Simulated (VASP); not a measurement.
Crystal: CuCl (zinc blende type).

```
Cu Cl
1.0
     0.00000    2.71000    2.71000
     2.71000    0.00000    2.71000
     2.71000    2.71000    0.00000
Cu Cl
1 1
Cartesian
  0.0000 0.0000 0.0000
  1.3550 1.3550 1.3550
```

Base run:

| Property | Result |
| --- | --- |
| Program | VASP 6.6.1 |
| Functional | r2SCAN |
| Potentials or basis | VASP PAW PBE potentials, release 64 (Cu, Cl) |
| Cutoff | 660 eV |
| k mesh | 6 × 6 × 6 |
| Occupations | fermi-dirac, width 0.02 eV |
| Spin | no spin polarisation |

Its results: band gap on the k mesh 0.88 eV; pressure -1.8 GPa.

Question: The run is repeated on the same cell with these changes: functional from r2SCAN to PBE; cutoff from 660 eV to 600 eV. What comes out?

Answer: Band gap on the k mesh 0.54 eV; pressure 0.2 GPa.

Caveats: the PAW data sets were made with another functional, which shifts forces and pressure a little (at least some runs); semilocal functionals underestimate gaps, and a narrow one can read as zero (at least some runs).

